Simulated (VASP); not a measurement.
# ScPb2 (I4/mmm) in VASP: further runs

ScPb2 is run at these levels: PBE; tasks: single point.

All numbers are computed with VASP 6.6.1; they aren't measurements. Logs are shortened: lines on timing, memory, paths and dates and some standing lists are left out, and cuts for length are marked.

## (1) The cell of the first run

It takes space group I4/mmm (No. 139, tetragonal). The conventional cell has a = 3.994 Å, b = 3.994 Å, c = 9.797 Å, α = 90.00°, β = 90.00°, γ = 90.00°. Within 4.3 Å of Sc (site symmetry 4/mmm) lie 10 Pb at 3.25 to 3.28 Å and 4 Sc at 3.99 Å. Within 4.3 Å of Pb (site symmetry 4mm) lie 9 Pb at 3.23 to 3.99 Å and 5 Sc at 3.25 to 3.28 Å.

## (2) Single point, PBE

INCAR reads:

```
SYSTEM = ScPb2
PREC     = Accurate       ! precision mode
ENCUT    = 520            ! plane-wave cutoff, eV
EDIFF    = 1E-6           ! SCF threshold, eV
ISMEAR   = 0              ! smearing method
SIGMA    = 0.1            ! smearing width, eV
LREAL    = .FALSE.        ! projectors in reciprocal space
LASPH    = .TRUE.         ! aspherical terms in the spheres
NELM     = 80             ! most SCF steps
ALGO     = Normal         ! electronic algorithm
ISIF     = 2              ! what is computed and relaxed
LWAVE    = .FALSE.        ! write WAVECAR
LCHARG   = .FALSE.        ! write CHGCAR
GGA      = PE             ! functional
NBANDS   = 26             ! bands
```

KPOINTS reads:

```
Automatic mesh
0
G
  6 6 6
  0 0 0
```

POSCAR reads:

```
ScPb2
1.0
   -1.9968608131      1.9968608131      4.8985491822
    1.9968608131     -1.9968608131      4.8985491822
    1.9968608131      1.9968608131     -4.8985491822
Sc Pb
1 2
Direct
    0.0000000000      0.0000000000      0.0000000000
    0.6650000000      0.6650000000      0.0000000000
    0.3350000000      0.3350000000      0.0000000000
```

Potentials or basis: VASP PAW PBE potentials, release 64 (Sc_sv, Pb_d).

Command:

```
$ cat potpaw_PBE.64/Sc_sv/POTCAR potpaw_PBE.64/Pb_d/POTCAR > POTCAR
$ mpirun -np 1 vasp_std > vasp.out
```

OUTCAR:

```text
SYSTEM = ScPb2
   PREC = Accurate
   ENCUT = 520
   EDIFF = 1E-6
   ISMEAR = 0
   LREAL = .FALSE.
   LASPH = .TRUE.
   NELM = 80
   ISIF = 2
   GGA = PE

 ion  position               nearest neighbor table
   1  0.000  0.000  0.000-   2 3.25   2 3.25   2 3.25   3 3.25   2 3.25   3 3.25   3 3.25   3 3.25
                             2 3.28   3 3.28
   2  0.665  0.665  0.000-   3 3.23   1 3.25   1 3.25   1 3.25   1 3.25   3 3.28   3 3.28   3 3.28
                             3 3.28   1 3.28
   3  0.335  0.335  0.000-   2 3.23   1 3.25   1 3.25   1 3.25   1 3.25   2 3.28   2 3.28   2 3.28
                             2 3.28   1 3.28

  LATTYP: Found a body centered tetragonal cell.
 ALAT       =     3.9937216262
 C/A-ratio  =     2.4531250000

  Lattice vectors:

 A1 = (  -1.9968608131,   1.9968608131,   4.8985491822)
 A2 = (   1.9968608131,  -1.9968608131,   4.8985491822)
 A3 = (   1.9968608131,   1.9968608131,  -4.8985491822)

Analysis of symmetry for initial positions (statically):
=====================================================================
 Subroutine PRICEL returns:
 Original cell was already a primitive cell.

 Routine SETGRP: Setting up the symmetry group for a
 body centered tetragonal supercell.

 Subroutine GETGRP returns: Found 16 space group operations
 (whereof 16 operations were pure point group operations)
 out of a pool of 16 trial point group operations.

The static configuration has the point symmetry D_4h.

Analysis of symmetry for dynamics (positions and initial velocities):
=====================================================================
 Subroutine PRICEL returns:
 Original cell was already a primitive cell.

 Routine SETGRP: Setting up the symmetry group for a
 body centered tetragonal supercell.

 Subroutine GETGRP returns: Found 16 space group operations
 (whereof 16 operations were pure point group operations)
 out of a pool of 16 trial point group operations.

The dynamic configuration has the point symmetry D_4h.

 Subroutine INISYM returns: Found 16 space group operations
 (whereof 16 operations are pure point group operations),
 and found     1 'primitive' translations

----------------------------------------------------------------------------------------

                                     Primitive cell

  volume of cell :      78.1309

  direct lattice vectors                    reciprocal lattice vectors
    -1.996860813  1.996860813  4.898549182     0.000000000  0.250393015  0.102071038
     1.996860813 -1.996860813  4.898549182     0.250393015  0.000000000  0.102071038
     1.996860813  1.996860813 -4.898549182     0.250393015  0.250393015  0.000000000

  length of vectors
     5.654263020  5.654263020  5.654263020     0.270398149  0.270398149  0.354109198

  position of ions in fractional coordinates (direct lattice)
     0.000000000  0.000000000  0.000000000
     0.665000000  0.665000000  0.000000000
     0.335000000  0.335000000  0.000000000

  ion indices of the primitive-cell ions
   primitive index   ion index
                 1           1
                 2           2
                 3           3

----------------------------------------------------------------------------------------

 KPOINTS: Automatic mesh

Automatic generation of k-mesh.
 Grid dimensions read from file:
 generate k-points for:    6    6    6

 Generating k-lattice:

  Cartesian coordinates                     Fractional coordinates (reciprocal lattice)
     0.000000000  0.041732169  0.017011840     0.166666667  0.000000000  0.000000000
     0.041732169  0.000000000  0.017011840     0.000000000  0.166666667  0.000000000
     0.041732169  0.041732169  0.000000000     0.000000000  0.000000000  0.166666667

  Length of vectors
     0.045066358  0.045066358  0.059018200

  Shift w.r.t. Gamma in fractional coordinates (k-lattice)
     0.000000000  0.000000000  0.000000000

 Subroutine IBZKPT returns following result:
 ===========================================

 Found     30 irreducible k-points:

 Following reciprocal coordinates:
            Coordinates               Weight
  0.000000  0.000000  0.000000      1.000000
  0.166667  0.000000 -0.000000      8.000000
  0.333333  0.000000  0.000000      8.000000
  0.500000  0.000000  0.000000      4.000000
  0.166667  0.166667 -0.000000      8.000000
  0.333333  0.166667  0.000000     16.000000
[... 16 lines left out ...]
 -0.333333 -0.333333  0.166667      8.000000
 -0.166667 -0.333333  0.166667      8.000000
 [... further k-points ...]
   k-points           NKPTS =     30   k-points in BZ     NKDIM =     30   number of bands    NBANDS=     26
   number of dos      NEDOS =    301   number of ions     NIONS =      3
   total plane-waves  NPLWV =  74088
   dimension x,y,z NGX =    42 NGY =   42 NGZ =   42
   dimension x,y,z NGXF=    84 NGYF=   84 NGZF=   84
   ions per type =               1   2
   NGX,Y,Z   is equivalent  to a cutoff of  12.35, 12.35, 12.35 a.u.
   NGXF,Y,Z  is equivalent  to a cutoff of  24.70, 24.70, 24.70 a.u.
 SYSTEM =  ScPb2
   PREC   = accura    normal or accurate (medium, high low for compatibility)
   ISTART =      0    job   : 0-new  1-cont  2-samecut
   ICHARG =      2    charge: 1-file 2-atom 10-const
   ISPIN  =      1    spin polarized calculation?
   LNONCOLLINEAR =      F non collinear calculations
   LSORBIT =      F    spin-orbit coupling
   LASPH  =      T    aspherical Exc in radial PAW
   ENCUT  =  520.0 eV  38.22 Ry    6.18 a.u.  10.51 10.51 10.51*2*pi/ulx,y,z
   NELM   =     80;   NELMIN=  2; NELMDL= -5     # of ELM steps
   EDIFF  = 0.1E-05   stopping-criterion for ELM
   LREAL  =      F    real-space projection
   EDIFFG = 0.1E-04   stopping-criterion for IOM
   NSW    =      0    number of steps for IOM
   IBRION =     -1    ionic relax: 0-MD 1-quasi-New 2-CG
   NFREE  =      0    steps in history (QN), initial steepest desc. (CG)
   ISIF   =      2    stress and relaxation
   ISYM   =      2    0-nonsym 1-usesym 2-fastsym
   POTIM  = 0.5000    time-step for ionic-motion
   TEBEG  =    0.0;   TEEND  =   0.0 temperature during run
   PSTRESS=    0.0 pullay stress
   NELECT =      39.0000    total number of electrons
   NUPDOWN=      -1.0000    fix difference up-down
   EMIN   =  10.00;   EMAX   =-10.00  energy-range for DOS
   EFERMI =   0.00;   METHOD = LEGACY
   ISMEAR =     0;   SIGMA  =   0.10  broadening in eV -4-tet -1-fermi 0-gaus
   EFERMI_NEDOS =   21; number of points for ismear=-14 and -15
   IALGO  =     38    algorithm
   IMIX   =      4    mixing-type and parameters
     AMIX     =   0.40;   BMIX     =  1.00
     AMIX_MAG =   1.60;   BMIX_MAG =  1.00
  volume/ion in A,a.u.               =      26.04       175.75
  Fermi-wavevector in a.u.,A,eV,Ry     =   1.298640  2.454073 22.945751  1.686465
  Thomas-Fermi vector in A             =   2.429955
   LORBIT       =      0    0 simple, 1 ext, 2 COOP (PROOUT), +10 PAW based schemes
   GGA     = PE    functional components
   LHFCALC =     F    Hartree Fock is set to
   AEXX    =    0.0000 exact exchange contribution
   IVDW    =     0    specifies the selected vdW correction
   LEPSILON=     F    determine dielectric tensor
   LRPA    =     F    only Hartree local field effects (RPA)
 non-spin polarized calculation
 Gauss-broadening in eV      SIGMA  =   0.10
  energy-cutoff  :      520.00
  volume of cell :       78.13
 maximum number of plane-waves:      2134
   NGX = 21   NGY = 21   NGZ = 21

 number of electron      39.0000002 magnetization

 Free energy of the ion-electron system (eV)
  ---------------------------------------------------
  ext. energy  EPLUGINS =         0.00000000
  ---------------------------------------------------
  free energy    TOTEN  =       -13.59512383 eV

  energy without entropy =      -13.57254387  energy(sigma->0) =      -13.58383385

 E-fermi :   7.0025     XC(G=0): -10.5026

 val. band max:        6.9831011288   @ k =   0.5000   0.1667  -0.0000
 cond. band min:       7.0072696216   @ k =  -0.3333   0.3333   0.3333
 fundamental gap:      0.0241684928
 Fermi energy:         7.0024560329

 k-point     1 :       0.0000    0.0000    0.0000
  band No.  band energies     occupation
      1     -43.0399      2.00000
      2     -21.6783      2.00000
      3     -21.6539      2.00000
      4     -21.6539      2.00000
      5      -9.7458      2.00000
      6      -9.7379      2.00000
[... 18 lines left out ...]
     25      10.1721      0.00000
     26      10.6867      0.00000

 k-point     2 :       0.1667    0.0000   -0.0000
  band No.  band energies     occupation
      1     -43.0396      2.00000
      2     -21.6776      2.00000
      3     -21.6609      2.00000
      4     -21.6533      2.00000
      5      -9.7629      2.00000
      6      -9.7290      2.00000
[... 18 lines left out ...]
     25      10.2690      0.00000
     26      11.2551      0.00000

 k-point     3 :       0.3333    0.0000    0.0000
  band No.  band energies     occupation
      1     -43.0389      2.00000
      2     -21.6764      2.00000
      3     -21.6746      2.00000
      4     -21.6522      2.00000
      5      -9.7886      2.00000
      6      -9.7613      2.00000
[... 18 lines left out ...]
     25      10.2467      0.00000
     26      11.9001      0.00000

 k-point     4 :       0.5000    0.0000    0.0000
  band No.  band energies     occupation
      1     -43.0386      2.00000
      2     -21.6817      2.00000
      3     -21.6756      2.00000
      4     -21.6516      2.00000
      5      -9.7972      2.00000
      6      -9.7760      2.00000
[... 18 lines left out ...]
     25      10.2797      0.00000
     26      11.5451      0.00000
[... 496 lines left out ...]
      1     -43.0389      2.00000
      2     -21.6768      2.00000
      3     -21.6746      2.00000
      4     -21.6521      2.00000
      5      -9.8125      2.00000
      6      -9.7828      2.00000
[... 18 lines left out ...]
     25      10.0262      0.00000
     26      11.8344      0.00000

 k-point    23 :      -0.3333   -0.3333    0.1667
  band No.  band energies     occupation
      1     -43.0392      2.00000
      2     -21.6777      2.00000
      3     -21.6604      2.00000
      4     -21.6599      2.00000
      5      -9.8069      2.00000
      6      -9.7685      2.00000
[... 18 lines left out ...]
     25      10.6170      0.00000
     26      12.1803      0.00000

 k-point    24 :      -0.1667   -0.3333    0.1667
  band No.  band energies     occupation
      1     -43.0396      2.00000
      2     -21.6782      2.00000
      3     -21.6608      2.00000
      4     -21.6533      2.00000
      5      -9.7889      2.00000
      6      -9.7575      2.00000
[... 18 lines left out ...]
     25      10.5796      0.00000
     26      11.5153      0.00000

 [... further k-points ...]

------------------------ aborting loop because EDIFF is reached ----------------------------------------

  FORCE on cell =-STRESS in cart. coord.  units (eV):
  Direction    XX          YY          ZZ          XY          YZ          ZX
  --------------------------------------------------------------------------------------
  -------------------------------------------------------------------------------------
  Total        0.6699044      0.6699044      2.0782230      0.0000000     -0.0000000      0.0000000
  in kB       13.7372686     13.7372686     42.6166871      0.0000000     -0.0000000      0.0000000
  external PRESSURE =      23.3637414 kB  Pullay stress =       0.0000000 kB

 VOLUME and BASIS-vectors are now :
 -----------------------------------------------------------------------------
  energy-cutoff  :      520.00
  volume of cell :       78.13
      direct lattice vectors                 reciprocal lattice vectors
    -1.996860813  1.996860813  4.898549182     0.000000000  0.250393015  0.102071038
     1.996860813 -1.996860813  4.898549182     0.250393015  0.000000000  0.102071038
     1.996860813  1.996860813 -4.898549182     0.250393015  0.250393015  0.000000000

 POSITION                                       TOTAL-FORCE (eV/Angst)
 -----------------------------------------------------------------------------------
      0.00000      0.00000      0.00000         0.000000      0.000000      0.000000
      0.00000      0.00000      6.51507        -0.000000     -0.000000     -0.172861
      0.00000      0.00000      3.28203         0.000000      0.000000      0.172861
 -----------------------------------------------------------------------------------
    total drift:                               -0.000000     -0.000000      0.000000

  FREE ENERGIE OF THE ION-ELECTRON SYSTEM (eV)
  ---------------------------------------------------
  free  energy   TOTEN  =       -13.5951238284 eV

  energy  without entropy=      -13.5725438675  energy(sigma->0) =      -13.58383385
```

Run time: 49 s. Hardware: 1 thread of Intel Xeon 6975P-C (Granite Rapids), shared host; peak memory 0.27 GiB.

Results:

* Free energy: -13.5951 eV
* Pressure: 2.3 GPa
* Largest force: 0.173 eV/Å
* Band gap on the k mesh: zero (an odd number of electrons rules out a gap without spin polarisation)

Forces in eV/Å, atoms in the order of the input:
```
Sc   0.000  0.000  0.000
Pb   0.000  0.000 -0.173
Pb   0.000  0.000  0.173
```

Caveat: spin-orbit coupling is left out, which moves the levels of the heavy elements.

## (3) Single point, PBE

This run uses another cell than the first one, of 27.14 Å³/atom.

INCAR reads:

```
PREC = Accurate ; ENCUT = 520
EDIFF = 1E-7 ; ISMEAR = 0
SIGMA = 0.1 ; LREAL = False
LASPH = True ; NELM = 60
ALGO = Fast ; ISIF = 2
LWAVE = False ; LCHARG = False
GGA = PE ; NBANDS = 26
```

KPOINTS reads:

```
regular mesh
0
Gamma
  16 16 16
```

POSCAR reads:

```
ScPb2
1.0
   -1.9009281599      1.9009281599      5.6337877663
    1.9009281599     -1.9009281599      5.6337877663
    1.9009281599      1.9009281599     -5.6337877663
Sc Pb
1 2
Direct
    0.0000000000      0.0000000000      0.0000000000
    0.6550020288      0.6550020288      0.0000000000
    0.3449979712      0.3449979712      0.0000000000
```

Potentials or basis: VASP PAW PBE potentials, release 64 (Sc_sv, Pb_d).

Command:

```
$ cat potpaw_PBE.64/Sc_sv/POTCAR potpaw_PBE.64/Pb_d/POTCAR > POTCAR
$ mpirun -np 1 vasp_std > vasp.out
```

Run time: 21 min. Hardware: 1 thread of Intel Xeon 6975P-C (Granite Rapids), shared host; peak memory 0.85 GiB.

Results (log left out):

- Free energy: -13.7419 eV
- Pressure: 0.0 GPa
- Largest force: 0.006 eV/Å
- Band gap on the k mesh: zero (an odd number of electrons rules out a gap without spin polarisation)

Forces in eV/Å, atoms in the order of the input:
```
Sc   0.000  0.000  0.000
Pb   0.000  0.000  0.006
Pb   0.000  0.000 -0.006
```

Levels at points of the mesh, in eV from the Fermi level:
```
           k point  band 16  band 17  band 18  band 19  band 20  band 21  band 22  band 23
(0.00, 0.00, 0.00)    -7.09    -3.70     0.04     0.22     0.22     1.92     1.95     2.73
(0.50, 0.00, 0.00)    -8.11    -3.56    -3.12     0.04     0.47     1.24     1.57     1.59
(0.50, 0.50, 0.00)    -6.76    -3.11    -2.97    -1.44    -0.97    -0.94     1.46     1.95
(0.50, 0.50, 0.50)    -8.99     0.01     0.03     0.99     1.03     1.03     1.04     1.04
```

Caveat: spin-orbit coupling is left out, which moves the levels of the heavy elements.

The gap in the log of VASP goes by the Fermi energy; the results here count the filled bands.